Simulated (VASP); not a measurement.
# Ru in VASP: a series of runs

The runs below take Ru through electric field gradients, with r2SCAN.

All numbers are computed with VASP 6.6.1; they aren't measurements. Logs are shortened: lines on timing, memory, paths and dates and some standing lists are left out, and cuts for length are marked.

### Step 1. The cell of the first run

The structure is cubic, space group Fd-3m (No. 227). The conventional cell has a = 5.164 Å, b = 5.164 Å, c = 5.164 Å, α = 90.00°, β = 90.00°, γ = 90.00°. Within 3.0 Å of Ru (site symmetry -43m) lie 4 Ru at 2.24 Å.

### Step 2. Electric field gradients, r2SCAN

Contents of POSCAR:

```
Ru
1.0
    0.0000000000      2.5818259214      2.5818259214
    2.5818259214      0.0000000000      2.5818259214
    2.5818259214      2.5818259214      0.0000000000
Ru
2
Direct
   -0.1250000000     -0.1250000000     -0.1250000000
    0.1250000000      0.1250000000      0.1250000000
```

Contents of INCAR.step1:

```
SYSTEM = Ru
PREC = Accurate
ENCUT = 440
ISMEAR = -1
SIGMA = 0.05
LREAL = .FALSE.
LASPH = .TRUE.
NELM = 120
NBANDS = 21
GGA = PE
ALGO = Normal
EDIFF = 1E-5
LWAVE = .TRUE.
LCHARG = .FALSE.
GGA_COMPAT = .FALSE.
```

Contents of INCAR.step2:

```
SYSTEM = Ru
PREC = Accurate
ENCUT = 440
EDIFF = 1E-8
ISMEAR = -1
SIGMA = 0.05
LREAL = .FALSE.
LASPH = .TRUE.
NELM = 120
ALGO = Normal
ISIF = 2
LWAVE = .FALSE.
LCHARG = .FALSE.
METAGGA = R2SCAN
LMIXTAU = .TRUE.
LEFG = .TRUE.
NBANDS = 21
ISTART = 1
GGA_COMPAT = .FALSE.
```

Contents of KPOINTS:

```
regular mesh
0
G
  10 10 10
  0 0 0
```

Potentials or basis: VASP PAW PBE potentials, release 64 (Ru_pv).

Run with:

```
$ cat potpaw_PBE.64/Ru_pv/POTCAR > POTCAR
$ cp INCAR.step1 INCAR
$ mpirun -np 1 vasp_std > vasp.out
$ cp INCAR.step2 INCAR
$ mpirun -np 1 vasp_std > vasp.out
```

OUTCAR:

```text
SYSTEM = Ru
   PREC = Accurate
   ENCUT = 440
   EDIFF = 1E-8
   ISMEAR = -1
   LREAL = .FALSE.
   LASPH = .TRUE.
   NELM = 120
   ISIF = 2
   METAGGA = R2SCAN
   ISTART = 1

 ion  position               nearest neighbor table
   1  0.875  0.875  0.875-   2 2.24   2 2.24   2 2.24   2 2.24
   2  0.125  0.125  0.125-   1 2.24   1 2.24   1 2.24   1 2.24

  LATTYP: Found a face centered cubic cell.
 ALAT       =     5.1636518428

  Lattice vectors:

 A1 = (   0.0000000000,   2.5818259214,   2.5818259214)
 A2 = (   2.5818259214,   0.0000000000,   2.5818259214)
 A3 = (   2.5818259214,   2.5818259214,   0.0000000000)

Analysis of symmetry for initial positions (statically):
=====================================================================
 Subroutine PRICEL returns:
 Original cell was already a primitive cell.

 Routine SETGRP: Setting up the symmetry group for a
 face centered cubic supercell.

 Subroutine GETGRP returns: Found 48 space group operations
 (whereof 12 operations were pure point group operations)
 out of a pool of 48 trial point group operations.

The static configuration has the point symmetry D_3d.
 The point group associated with its full space group is O_h .

Analysis of symmetry for dynamics (positions and initial velocities):
=====================================================================
 Subroutine PRICEL returns:
 Original cell was already a primitive cell.

 Routine SETGRP: Setting up the symmetry group for a
 face centered cubic supercell.

 Subroutine GETGRP returns: Found 48 space group operations
 (whereof 12 operations were pure point group operations)
 out of a pool of 48 trial point group operations.

The dynamic configuration has the point symmetry D_3d.
 The point group associated with its full space group is O_h .

 Subroutine INISYM returns: Found 48 space group operations
 (whereof 12 operations are pure point group operations),
 and found     1 'primitive' translations

----------------------------------------------------------------------------------------

                                     Primitive cell

  volume of cell :      34.4200

  direct lattice vectors                    reciprocal lattice vectors
     0.000000000  2.581825921  2.581825921    -0.193661391  0.193661391  0.193661391
     2.581825921  0.000000000  2.581825921     0.193661391 -0.193661391  0.193661391
     2.581825921  2.581825921  0.000000000     0.193661391  0.193661391 -0.193661391

  length of vectors
     3.651253234  3.651253234  3.651253234     0.335431369  0.335431369  0.335431369

  position of ions in fractional coordinates (direct lattice)
     0.875000000  0.875000000  0.875000000
     0.125000000  0.125000000  0.125000000

  ion indices of the primitive-cell ions
   primitive index   ion index
                 1           1
                 2           2

----------------------------------------------------------------------------------------

 KPOINTS: regular mesh

Automatic generation of k-mesh.
 Grid dimensions read from file:
 generate k-points for:   10   10   10

 Generating k-lattice:

  Cartesian coordinates                     Fractional coordinates (reciprocal lattice)
    -0.019366139  0.019366139  0.019366139     0.100000000  0.000000000  0.000000000
     0.019366139 -0.019366139  0.019366139     0.000000000  0.100000000  0.000000000
     0.019366139  0.019366139 -0.019366139     0.000000000  0.000000000  0.100000000

  Length of vectors
     0.033543137  0.033543137  0.033543137

  Shift w.r.t. Gamma in fractional coordinates (k-lattice)
     0.000000000  0.000000000  0.000000000

 Subroutine IBZKPT returns following result:
 ===========================================

 Found     47 irreducible k-points:

 Following reciprocal coordinates:
            Coordinates               Weight
  0.000000  0.000000  0.000000      1.000000
  0.100000  0.000000  0.000000      8.000000
  0.200000  0.000000  0.000000      8.000000
  0.300000  0.000000  0.000000      8.000000
  0.400000  0.000000  0.000000      8.000000
  0.500000  0.000000  0.000000      4.000000
[... 16 lines left out ...]
  0.300000  0.300000  0.000000      6.000000
  0.400000  0.300000  0.000000     24.000000
 [... further k-points ...]
   k-points           NKPTS =     47   k-points in BZ     NKDIM =     47   number of bands    NBANDS=     21
   number of dos      NEDOS =    301   number of ions     NIONS =      2
   total plane-waves  NPLWV =  21952
   dimension x,y,z NGX =    28 NGY =   28 NGZ =   28
   dimension x,y,z NGXF=    56 NGYF=   56 NGZF=   56
   ions per type =               2
   NGX,Y,Z   is equivalent  to a cutoff of  12.75, 12.75, 12.75 a.u.
   NGXF,Y,Z  is equivalent  to a cutoff of  25.50, 25.50, 25.50 a.u.
 SYSTEM =  Ru
   PREC   = accura    normal or accurate (medium, high low for compatibility)
   ISTART =      1    job   : 0-new  1-cont  2-samecut
   ICHARG =      0    charge: 1-file 2-atom 10-const
   ISPIN  =      1    spin polarized calculation?
   LNONCOLLINEAR =      F non collinear calculations
   LSORBIT =      F    spin-orbit coupling
   LASPH  =      T    aspherical Exc in radial PAW
   ENCUT  =  440.0 eV  32.34 Ry    5.69 a.u.   6.24  6.24  6.24*2*pi/ulx,y,z
   NELM   =    120;   NELMIN=  2; NELMDL=  0     # of ELM steps
   EDIFF  = 0.1E-07   stopping-criterion for ELM
   LREAL  =      F    real-space projection
   EDIFFG = 0.1E-06   stopping-criterion for IOM
   NSW    =      0    number of steps for IOM
   IBRION =     -1    ionic relax: 0-MD 1-quasi-New 2-CG
   NFREE  =      0    steps in history (QN), initial steepest desc. (CG)
   ISIF   =      2    stress and relaxation
   ISYM   =      2    0-nonsym 1-usesym 2-fastsym
   POTIM  = 0.5000    time-step for ionic-motion
   TEBEG  =    0.0;   TEEND  =   0.0 temperature during run
   PSTRESS=    0.0 pullay stress
   NELECT =      28.0000    total number of electrons
   NUPDOWN=      -1.0000    fix difference up-down
   EMIN   =  10.00;   EMAX   =-10.00  energy-range for DOS
   EFERMI =   0.00;   METHOD = LEGACY
   ISMEAR =    -1;   SIGMA  =   0.05  broadening in eV -4-tet -1-fermi 0-gaus
   EFERMI_NEDOS =   21; number of points for ismear=-14 and -15
   IALGO  =     38    algorithm
   IMIX   =      4    mixing-type and parameters
     AMIX     =   0.40;   BMIX     =  1.00
     AMIX_MAG =   1.60;   BMIX_MAG =  1.00
  volume/ion in A,a.u.               =      17.21       116.14
  Fermi-wavevector in a.u.,A,eV,Ry     =   1.528236  2.887948 31.776497  2.335507
  Thomas-Fermi vector in A             =   2.636023
   LORBIT       =      0    0 simple, 1 ext, 2 COOP (PROOUT), +10 PAW based schemes
   METAGGA = R2SCAN    functional components
   LHFCALC =     F    Hartree Fock is set to
   AEXX    =    0.0000 exact exchange contribution
   IVDW    =     0    specifies the selected vdW correction
   LEPSILON=     F    determine dielectric tensor
   LRPA    =     F    only Hartree local field effects (RPA)
 non-spin polarized calculation
  energy-cutoff  :      440.00
  volume of cell :       34.42
 maximum number of plane-waves:       736
 NGX is ok and might be reduce to    28
   NGX = 13   NGY = 13   NGZ = 13

 number of electron      27.9999989 magnetization

 Free energy of the ion-electron system (eV)
  ---------------------------------------------------
  ext. energy  EPLUGINS =         0.00000000
  ---------------------------------------------------
  free energy    TOTEN  =       -48.00218109 eV

  energy without entropy =      -47.99215821  energy(sigma->0) =      -47.99716965

 E-fermi :   9.2301     XC(G=0): -13.1293

 val. band max:        9.1892322140   @ k =   0.4000   0.3000   0.0000
 cond. band min:       9.2934692820   @ k =   0.3000   0.2000   0.1000
 fundamental gap:      0.1042370679
 Fermi energy:         9.2301067808

 k-point     1 :       0.0000    0.0000    0.0000
  band No.  band energies     occupation
      1     -35.8686      2.00000
      2     -35.8686      2.00000
      3     -35.8686      2.00000
      4     -34.4158      2.00000
      5     -34.4158      2.00000
      6     -34.4158      2.00000
[... 13 lines left out ...]
     20      23.0908      0.00000
     21      23.3830      0.00000

 k-point     2 :       0.1000    0.0000    0.0000
  band No.  band energies     occupation
      1     -35.8861      2.00000
      2     -35.8861      2.00000
      3     -35.8668      2.00000
      4     -34.4177      2.00000
      5     -34.3965      2.00000
      6     -34.3965      2.00000
[... 13 lines left out ...]
     20      21.6197      0.00000
     21      23.3875      0.00000
[... 487 lines left out ...]
      5     -34.1599      2.00000
      6     -34.1599      2.00000
[... 13 lines left out ...]
     20      18.3147      0.00000
     21      18.3197      0.00000

 k-point    24 :       0.4000    0.3000    0.0000
  band No.  band energies     occupation
      1     -36.1510      2.00000
      2     -36.1372      2.00000
      3     -35.4866      2.00000
      4     -34.8152      2.00000
      5     -34.1191      2.00000
      6     -34.1075      2.00000
[... 13 lines left out ...]
     20      17.3461      0.00000
     21      18.3215      0.00000

 [... further k-points ...]
[... 5 lines left out ...]
  --------------------------------------------------------------------------------------
  -------------------------------------------------------------------------------------
  Total        7.8965465      7.8965465      7.8965465     -0.0000000      0.0000000     -0.0000000
  in kB      367.5673404    367.5673404    367.5673404     -0.0000000      0.0000000     -0.0000000
  external PRESSURE =     367.5673404 kB  Pullay stress =       0.0000000 kB

 VOLUME and BASIS-vectors are now :
 -----------------------------------------------------------------------------
  energy-cutoff  :      440.00
  volume of cell :       34.42
      direct lattice vectors                 reciprocal lattice vectors
     0.000000000  2.581825921  2.581825921    -0.193661391  0.193661391  0.193661391
     2.581825921  0.000000000  2.581825921     0.193661391 -0.193661391  0.193661391
     2.581825921  2.581825921  0.000000000     0.193661391  0.193661391 -0.193661391

 POSITION                                       TOTAL-FORCE (eV/Angst)
 -----------------------------------------------------------------------------------
      4.51820      4.51820      4.51820        -0.000000     -0.000000     -0.000000
      0.64546      0.64546      0.64546         0.000000      0.000000      0.000000
 -----------------------------------------------------------------------------------
    total drift:                                0.000000     -0.000000     -0.000000

  FREE ENERGIE OF THE ION-ELECTRON SYSTEM (eV)
  ---------------------------------------------------
  free  energy   TOTEN  =       -48.0021810876 eV

  energy  without entropy=      -47.9921582078  energy(sigma->0) =      -47.99716965

 Electric field gradients (V/A^2)
---------------------------------------------------------------------
 ion       V_xx      V_yy      V_zz      V_xy      V_xz      V_yz
---------------------------------------------------------------------
   1       0.000     0.000    -0.000     0.001     0.001     0.001
   2       0.000     0.000    -0.000     0.001     0.001     0.001
---------------------------------------------------------------------

 Electric field gradients after diagonalization (V/A^2)
 (convention: |V_zz| > |V_xx| > |V_yy|)
----------------------------------------------------------------------
 ion       V_xx      V_yy      V_zz     asymmetry (V_yy - V_xx)/ V_zz
----------------------------------------------------------------------
   1      -0.001    -0.001     0.002       0.000
   2      -0.001    -0.001     0.002       0.000
----------------------------------------------------------------------

           NMR quadrupolar parameters

 Cq : quadrupolar parameter    Cq=e*Q*V_zz/h
 eta: asymmetry parameters     (V_yy - V_xx)/ V_zz
 Q  : nuclear electric quadrupole moment in mb (millibarn)
----------------------------------------------------------------------
 ion       Cq(MHz)       eta       Q (mb)
----------------------------------------------------------------------
   1       0.000       0.000       1.000
   2       0.000       0.000       1.000
----------------------------------------------------------------------
```

Run time: 2.5 min. Hardware: 1 thread of Intel Xeon Platinum 8375C at 2.90GHz (Ice Lake), shared host; peak memory 0.17 GiB.

What came out:

```yaml
Free_energy: -48.0022 eV
Pressure: 36.8 GPa
Band_gap_on_the_k_mesh: zero (band 14 reaches 9.81 eV, above the bottom of band 15 at 8.63 eV)
```

Caveat: without QUAD_EFG the Cq values of the log hold for a quadrupole moment of 1 mb, not for the nuclei; the PAW data sets were made with another functional, which shifts forces and pressure a little.

(Part 1 of 2 ends here.)
